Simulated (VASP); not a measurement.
# MoS2 (P1) in VASP: a series of runs

The runs below take MoS2 through single point, with PBE.

All numbers are computed with VASP 6.6.1; they aren't measurements. Logs are shortened: lines on timing, memory, paths and dates and some standing lists are left out, and cuts for length are marked.

## Step 1: The cell of the first run

The typed cell holds 24 atoms: a = 6.383 Å, b = 5.528 Å, c = 12.735 Å, α = 90.00°, β = 90.00°, γ = 90.00°.

## Step 2: Single point, PBE

The input, INCAR:

```
PREC     = Accurate       # precision mode
ENCUT    = 520            # plane-wave cutoff, eV
EDIFF    = 1E-7           # SCF threshold, eV
ISMEAR   = -1             # smearing method
SIGMA    = 0.17           # smearing width, eV
LREAL    = Auto         
LASPH    = T              # aspherical terms in the spheres
NELM     = 60             # most SCF steps
ALGO     = Normal         # electronic algorithm
ISIF     = 2              # what is computed and relaxed
LWAVE    = F              # write WAVECAR
LCHARG   = T              # write CHGCAR
GGA      = PE             # functional
LELF     = T              # ELF
LVHAR    = T            
NBANDS   = 122            # bands
```

The input, KPOINTS:

```
regular mesh
0
Gamma
  2 2 1
```

The input, POSCAR:

```
MoS2
1.0
   -3.1914850000     -5.5278130000      0.0000000000
    4.7872270000     -2.7639070000      0.0000000000
    0.0000000000      0.0000000000     12.7354460000
Mo S
8 16
Direct
    0.4900093943      0.3563143406      0.2643095499
    0.5446079168      0.6134465730      0.7669696059
    0.2209460774      0.8414361992      0.2468700350
    0.2630794826      0.1575472027      0.7471744609
    0.0136968825      0.3091588084      0.2446400385
    0.0211853478      0.6973792385      0.7399583807
    0.7156370371      0.8298008157      0.2483148215
    0.7613359085      0.1510461342      0.7641585540
    0.5099536622      0.3369402503      0.6241084922
    0.4832527164      0.6430640944      0.1234821301
    0.4938498841      0.2619083025      0.8728787355
    0.4480265283      0.6670604809      0.3847529172
    0.2475976228      0.8449367659      0.6207163848
    0.3037618698      0.1790078998      0.1315383851
    0.2913743874      0.8218572019      0.8721249338
    0.2482117005      0.1988967557      0.3828448568
   -0.0433974153      0.2960999760      0.6258752147
   -0.0365815039      0.6929378279      0.1369720385
    0.0082140882      0.3557623525      0.8698321205
   -0.0655156995      0.6413958702      0.3611023909
    0.7425446201      0.8510605444      0.6245717661
    0.7644719302      0.1294696696      0.0989992812
    0.8164342250      0.8207961692      0.8798906611
    0.7972089449      0.1659165921      0.3659549889
```

Potentials or basis: VASP PAW PBE potentials, release 64 (Mo_sv, S).

Launch:

```bash
$ cat potpaw_PBE.64/Mo_sv/POTCAR potpaw_PBE.64/S/POTCAR > POTCAR
$ mpirun -np 1 vasp_std > vasp.out
```

OUTCAR:

```text
PREC = Accurate
   ENCUT = 520
   EDIFF = 1E-7
   ISMEAR = -1
   LREAL = Auto
   LASPH = T
   NELM = 60
   ISIF = 2
   GGA = PE

 ion  position               nearest neighbor table
   1  0.490  0.356  0.264-  14 2.29  12 2.32  16 2.33  10 2.39  24 2.57   7 2.99  22 3.01   5 3.06
                             3 3.19   7 3.25   3 3.33   5 3.36
   2  0.545  0.613  0.767-   9 2.39  11 2.39  15 2.39  23 2.53  21 2.57   8 2.91  13 2.95   6 3.10
                             4 3.11   8 3.28   6 3.39
   3  0.221  0.841  0.247-  18 2.31  14 2.43  12 2.47  10 2.54  20 2.59  16 2.63   5 2.90   7 3.16
                             1 3.19   7 3.23   5 3.23   1 3.33
   4  0.263  0.158  0.747-  11 2.25  13 2.36   9 2.43  15 2.45  19 2.51  17 2.61   6 2.98   2 3.11
                             8 3.19   8 3.21   6 3.36
   5  0.014  0.309  0.245-  24 2.22  16 2.39  20 2.41  14 2.45  18 2.55  22 2.64   3 2.90   1 3.06
                             3 3.23   7 3.26   1 3.36   7 3.45
   6  0.021  0.697  0.740-  13 2.25  23 2.31  21 2.46  15 2.51  19 2.51  17 2.68   4 2.98   8 3.02
                             2 3.10   4 3.36   2 3.39   8 3.46
   7  0.716  0.830  0.248-  18 2.25  20 2.26  10 2.41  24 2.44  22 2.54  12 2.60   1 2.99   3 3.16
                             3 3.23   1 3.25   5 3.26   5 3.45
   8  0.761  0.151  0.764-  11 2.28  17 2.30  19 2.36  23 2.37  21 2.43   9 2.61   2 2.91   6 3.02
                             4 3.19   4 3.21   2 3.28   6 3.46
   9  0.510  0.337  0.624-   2 2.39   4 2.43   8 2.61
  10  0.483  0.643  0.123-   1 2.39   7 2.41   3 2.54
  11  0.494  0.262  0.873-   4 2.25   8 2.28   2 2.39  15 2.75
  12  0.448  0.667  0.385-   1 2.32   3 2.47   7 2.60
  13  0.248  0.845  0.621-   6 2.25   4 2.36   2 2.95
  14  0.304  0.179  0.132-   1 2.29   3 2.43   5 2.45
  15  0.291  0.822  0.872-   2 2.39   4 2.45   6 2.51  11 2.75
  16  0.248  0.199  0.383-   1 2.33   5 2.39   3 2.63
  17  0.957  0.296  0.626-   8 2.30   4 2.61   6 2.68
  18  0.963  0.693  0.137-   7 2.25   3 2.31   5 2.55  22 2.77
  19  0.008  0.356  0.870-   8 2.36   4 2.51   6 2.51
  20  0.934  0.641  0.361-   7 2.26   5 2.41   3 2.59  24 2.77
  21  0.743  0.851  0.625-   8 2.43   6 2.46   2 2.57
  22  0.764  0.129  0.099-   7 2.54   5 2.64  18 2.77   1 3.01
  23  0.816  0.821  0.880-   6 2.31   8 2.37   2 2.53
  24  0.797  0.166  0.366-   5 2.22   7 2.44   1 2.57  20 2.77

  LATTYP: Found a simple orthorhombic cell.
 ALAT       =     5.5278136957
 B/A-ratio  =     1.1547004542
 C/A-ratio  =     2.3038848089

  Lattice vectors:

 A1 = (  -4.7872270000,   2.7639070000,   0.0000000000)
 A2 = (  -3.1914850000,  -5.5278130000,   0.0000000000)
 A3 = (   0.0000000000,   0.0000000000,  12.7354460000)

Analysis of symmetry for initial positions (statically):
=====================================================================
 Subroutine PRICEL returns:
 Original cell was already a primitive cell.

 Routine SETGRP: Setting up the symmetry group for a
 simple orthorhombic supercell.

 Subroutine GETGRP returns: Found  1 space group operations
 (whereof  1 operations were pure point group operations)
 out of a pool of  8 trial point group operations.

The static configuration has the point symmetry C_1 .

Analysis of symmetry for dynamics (positions and initial velocities):
=====================================================================
 Subroutine PRICEL returns:
 Original cell was already a primitive cell.

 Routine SETGRP: Setting up the symmetry group for a
 simple orthorhombic supercell.

 Subroutine GETGRP returns: Found  1 space group operations
 (whereof  1 operations were pure point group operations)
 out of a pool of  8 trial point group operations.

The dynamic configuration has the point symmetry C_1 .

 Subroutine INISYM returns: Found  1 space group operations
 (whereof  1 operations are pure point group operations),
 and found     1 'primitive' translations

----------------------------------------------------------------------------------------

                                     Primitive cell

  volume of cell :     449.3557

  direct lattice vectors                    reciprocal lattice vectors
    -3.191485000 -5.527813000  0.000000000    -0.078333457 -0.135677518  0.000000000
     4.787227000 -2.763907000  0.000000000     0.156666886 -0.090451688  0.000000000
     0.000000000  0.000000000 12.735446000     0.000000000  0.000000000  0.078521004

  length of vectors
     6.382968985  5.527813696 12.735446000     0.156666906  0.180903347  0.078521004

  position of ions in fractional coordinates (direct lattice)
     0.490009394  0.356314341  0.264309550
     0.544607917  0.613446573  0.766969606
     0.220946077  0.841436199  0.246870035
     0.263079483  0.157547203  0.747174461
     0.013696882  0.309158808  0.244640039
     0.021185348  0.697379238  0.739958381
[... 16 lines left out ...]
     0.816434225  0.820796169  0.879890661
     0.797208945  0.165916592  0.365954989

  ion indices of the primitive-cell ions
   primitive index   ion index
                 1           1
                 2           2
                 3           3
                 4           4
                 5           5
                 6           6
[... 16 lines left out ...]
                23          23
                24          24

----------------------------------------------------------------------------------------

 KPOINTS: regular mesh

Automatic generation of k-mesh.
 Grid dimensions read from file:
 generate k-points for:    2    2    1

 Generating k-lattice:

  Cartesian coordinates                     Fractional coordinates (reciprocal lattice)
    -0.039166729 -0.067838759  0.000000000     0.500000000  0.000000000  0.000000000
     0.078333443 -0.045225844  0.000000000     0.000000000  0.500000000  0.000000000
     0.000000000  0.000000000  0.078521004     0.000000000  0.000000000  1.000000000

  Length of vectors
     0.078333453  0.090451674  0.078521004

  Shift w.r.t. Gamma in fractional coordinates (k-lattice)
     0.000000000  0.000000000  0.000000000

 Subroutine IBZKPT returns following result:
 ===========================================

 Found      4 irreducible k-points:

 Following reciprocal coordinates:
            Coordinates               Weight
  0.000000  0.000000  0.000000      1.000000
  0.500000  0.000000  0.000000      1.000000
  0.000000  0.500000  0.000000      1.000000
  0.500000  0.500000  0.000000      1.000000
   k-points           NKPTS =      4   k-points in BZ     NKDIM =      4   number of bands    NBANDS=    122
   number of dos      NEDOS =    301   number of ions     NIONS =     24
   total plane-waves  NPLWV = 193536
   dimension x,y,z NGX =    48 NGY =   42 NGZ =   96
   dimension x,y,z NGXF=    96 NGYF=   84 NGZF=  192
   ions per type =               8  16
   NGX,Y,Z   is equivalent  to a cutoff of  12.50, 12.63, 12.53 a.u.
   NGXF,Y,Z  is equivalent  to a cutoff of  25.00, 25.26, 25.06 a.u.
 SYSTEM =  unknown system
   PREC   = accura    normal or accurate (medium, high low for compatibility)
   ISTART =      0    job   : 0-new  1-cont  2-samecut
   ICHARG =      2    charge: 1-file 2-atom 10-const
   ISPIN  =      1    spin polarized calculation?
   LNONCOLLINEAR =      F non collinear calculations
   LSORBIT =      F    spin-orbit coupling
   LASPH  =      T    aspherical Exc in radial PAW
   ENCUT  =  520.0 eV  38.22 Ry    6.18 a.u.  11.87 10.28 23.68*2*pi/ulx,y,z
   NELM   =     60;   NELMIN=  2; NELMDL= -5     # of ELM steps
   EDIFF  = 0.1E-06   stopping-criterion for ELM
   LREAL  =      T    real-space projection
   EDIFFG = 0.1E-05   stopping-criterion for IOM
   NSW    =      0    number of steps for IOM
   IBRION =     -1    ionic relax: 0-MD 1-quasi-New 2-CG
   NFREE  =      0    steps in history (QN), initial steepest desc. (CG)
   ISIF   =      2    stress and relaxation
   ISYM   =      2    0-nonsym 1-usesym 2-fastsym
   POTIM  = 0.5000    time-step for ionic-motion
   TEBEG  =    0.0;   TEEND  =   0.0 temperature during run
   PSTRESS=    0.0 pullay stress
   NELECT =     208.0000    total number of electrons
   NUPDOWN=      -1.0000    fix difference up-down
   EMIN   =  10.00;   EMAX   =-10.00  energy-range for DOS
   EFERMI =   0.00;   METHOD = LEGACY
   ISMEAR =    -1;   SIGMA  =   0.17  broadening in eV -4-tet -1-fermi 0-gaus
   EFERMI_NEDOS =   21; number of points for ismear=-14 and -15
   IALGO  =     38    algorithm
   IMIX   =      4    mixing-type and parameters
     AMIX     =   0.40;   BMIX     =  1.00
     AMIX_MAG =   1.60;   BMIX_MAG =  1.00
  volume/ion in A,a.u.               =      18.72       126.35
  Fermi-wavevector in a.u.,A,eV,Ry     =   1.266385  2.393121 21.820093  1.603732
  Thomas-Fermi vector in A             =   2.399589
   LORBIT       =      0    0 simple, 1 ext, 2 COOP (PROOUT), +10 PAW based schemes
   GGA     = PE    functional components
   LHFCALC =     F    Hartree Fock is set to
   AEXX    =    0.0000 exact exchange contribution
   IVDW    =     0    specifies the selected vdW correction
   LEPSILON=     F    determine dielectric tensor
   LRPA    =     F    only Hartree local field effects (RPA)
 non-spin polarized calculation
  energy-cutoff  :      520.00
  volume of cell :      449.36
 maximum number of plane-waves:     12152
 NGX is ok and might be reduce to    48
   NGX = 23   NGY = 21   NGZ = 47

 number of electron     208.0000011 magnetization

 Free energy of the ion-electron system (eV)
  ---------------------------------------------------
  ext. energy  EPLUGINS =         0.00000000
  ---------------------------------------------------
  free energy    TOTEN  =      -166.88391529 eV

  energy without entropy =     -166.57154500  energy(sigma->0) =     -166.72773015

 E-fermi :   7.0082     XC(G=0): -10.5340

 val. band max:        6.7529239641   @ k =   0.0000   0.0000   0.0000
 cond. band min:       7.4168287916   @ k =   0.5000   0.5000   0.0000
 fundamental gap:      0.6639048275
 Fermi energy:         7.0082392032

 k-point     1 :       0.0000    0.0000    0.0000
  band No.  band energies     occupation
      1     -54.6215      2.00000
      2     -54.5726      2.00000
      3     -54.5619      2.00000
      4     -54.5505      2.00000
      5     -54.5243      2.00000
      6     -54.5091      2.00000
[... 108 lines left out ...]
    115       8.7614      0.00007
    116       8.8021      0.00005
[... 355 lines left out ...]
    115       8.5260      0.00027
    116       8.5835      0.00019
 [bands above 116 left out]

------------------------ aborting loop because EDIFF is reached ----------------------------------------

  FORCE on cell =-STRESS in cart. coord.  units (eV):
  Direction    XX          YY          ZZ          XY          YZ          ZX
  --------------------------------------------------------------------------------------
  -------------------------------------------------------------------------------------
  Total        6.7306176      7.9508432      1.4609816     -0.8611874      4.7547845      6.0080067
  in kB       23.9980087     28.3487218      5.2091280     -3.0705626     16.9531782     21.4215407
  external PRESSURE =      19.1852862 kB  Pullay stress =       0.0000000 kB

 VOLUME and BASIS-vectors are now :
 -----------------------------------------------------------------------------
  energy-cutoff  :      520.00
  volume of cell :      449.36
      direct lattice vectors                 reciprocal lattice vectors
    -3.191485000 -5.527813000  0.000000000    -0.078333457 -0.135677518  0.000000000
     4.787227000 -2.763907000  0.000000000     0.156666886 -0.090451688  0.000000000
     0.000000000  0.000000000 12.735446000     0.000000000  0.000000000  0.078521004

 POSITION                                       TOTAL-FORCE (eV/Angst)
 -----------------------------------------------------------------------------------
      0.14190     -3.69350      3.36610        -3.082903     -1.614513     -1.240868
      1.19860     -4.70600      9.76770         3.541239     -0.790531     -2.347293
      3.32300     -3.54700      3.14400        -0.838949     -1.197127      1.787823
     -0.08540     -1.88970      9.51560         0.776924      1.121203     -1.259521
      1.43630     -0.93020      3.11560         2.218383     -0.893009     -2.616181
      3.27090     -2.04460      9.42370        -2.903812      2.447252      0.655823
[... 16 lines left out ...]
      1.32370     -6.78170     11.20580         0.775651      1.333000      0.489551
     -1.75000     -4.86540      4.66060         0.811880      3.379734      1.028380
 -----------------------------------------------------------------------------------
    total drift:                               -0.001009      0.005151     -0.000288

  FREE ENERGIE OF THE ION-ELECTRON SYSTEM (eV)
  ---------------------------------------------------
  free  energy   TOTEN  =      -166.8839152941 eV

  energy  without entropy=     -166.5715449968  energy(sigma->0) =     -166.72773015
```

It took 7.6 min on 1 thread of Intel Xeon Platinum 8259CL at 2.50GHz (Skylake/Cascade Lake), shared host; peak memory 0.5 GiB.

What came out:

- Free energy: -166.8839 eV
- Pressure: 1.9 GPa
- Largest force: 4.321 eV/Å
- Band gap on the k mesh: 0.66 eV (least direct gap 0.89 eV)

Forces in eV/Å, atoms in the order of the input:
```
Mo  -3.083 -1.615 -1.241
Mo   3.541 -0.791 -2.347
Mo  -0.839 -1.197  1.788
Mo   0.777  1.121 -1.260
Mo   2.218 -0.893 -2.616
Mo  -2.904  2.447  0.656
Mo   1.866  0.775 -0.058
Mo  -0.255  1.627 -2.292
S   -0.675  0.405  1.345
S    1.382  0.068  1.119
S    1.453 -1.714  2.520
S    1.000 -1.192 -0.908
S   -1.158 -1.336 -0.236
S    0.338  2.569 -0.356
S    0.028  0.912 -0.375
S   -1.227  1.005 -0.551
S    0.613 -3.453  0.209
S   -2.588 -0.064 -2.030
S   -0.712 -0.657 -0.382
S   -0.901 -2.290  1.223
S   -1.426  0.152  1.585
S    0.965 -0.594  2.690
S    0.776  1.333  0.490
S    0.812  3.380  1.028
```

Levels at points of the mesh, in eV from the valence-band top:
```
           k point  band 102  band 103  band 104  band 105  band 106  band 107
(0.00, 0.00, 0.00)     -0.53     -0.51      0.00      0.90      1.00      1.09
(0.50, 0.00, 0.00)     -0.43     -0.33     -0.18      0.71      0.85      0.99
(0.00, 0.50, 0.00)     -0.59     -0.54     -0.35      0.76      0.90      1.05
(0.50, 0.50, 0.00)     -0.86     -0.50     -0.47      0.66      0.74      0.88
```

Caveat: the k points lie up to 0.57 Å⁻¹ apart; semilocal functionals underestimate gaps, and a narrow one can read as zero; forces of over 1 eV/Å act on the atoms, so gaps and moduli don't describe the material at rest. A k mesh can miss the band edges.

(Continued in part 2 of 2.)
